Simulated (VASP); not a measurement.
## Fe: single point with r2SCAN

The system is Fe.

```
Fe
1.0
     2.54076    0.00000    0.00000
    -1.27038    2.20037    0.00000
     0.00000    0.00000    4.38624
Fe
2
Direct
  0.33333 0.66667 0.75000
  0.66667 0.33333 0.25000
```

This isn't the form of Fe at room conditions, which is bcc.

```json
{
  "Program": "VASP 6.6.1",
  "Task": "single point",
  "Functional": "r2SCAN",
  "Potentials or basis": "VASP PAW PBE potentials, release 64 (Fe)",
  "Cutoff": "520 eV",
  "k mesh": "18 × 18 × 10",
  "Occupations": "gaussian, width 0.05 eV",
  "Spin": "no spin polarisation",
  "Dipole correction": "no",
  "Further INCAR settings": "ALGO = Normal; EDIFF = 1e-06; NBANDS = 15"
}
```

* Pressure: -40.7 GPa
* Band gap on the k mesh: zero (bands 8 and 9 overlap by 1.30 eV)

Stress tensor (GPa, compression positive):
```
-33.22   0.00   0.00
  0.00 -33.22   0.00
  0.00   0.00 -55.68
```

Levels at points of the mesh, in eV from the Fermi level:
| k point | band 4 | band 5 | band 6 | band 7 | band 8 | band 9 | band 10 | band 11 | band 12 | band 13 |
| --- | --- | --- | --- | --- | --- | --- | --- | --- | --- | --- |
| (0.00, 0.00, 0.00) | -1.25 | -1.25 | -0.99 | -0.99 | -0.47 | -0.33 | -0.33 | 0.56 | 0.56 | 6.22 |
| (0.50, 0.00, 0.00) | -1.48 | -1.46 | -1.17 | -1.08 | 0.68 | 0.87 | 0.97 | 2.31 | 4.24 | 9.57 |
| (0.00, 0.00, 0.50) | -1.96 | -1.25 | -1.25 | -1.25 | -1.25 | 0.26 | 0.26 | 0.26 | 0.26 | 13.53 |
| (0.50, 0.00, 0.50) | -2.68 | -0.33 | -0.33 | 0.13 | 0.13 | 0.93 | 0.93 | 2.16 | 2.16 | 8.05 |

Wall time 2 min on 1 thread of Intel(R) Xeon(R) 6975P-C (Granite Rapids) (shared host), peak memory 0.2 GiB.

Caveat: the stress differs along the axes, from -56 to -33 GPa; the PAW data sets were made with another functional, which shifts forces and pressure a little; the run has no spin polarisation, though such a crystal can be magnetic. Spin polarisation is off, so any magnetic state and its effect on volume and gap are missing.
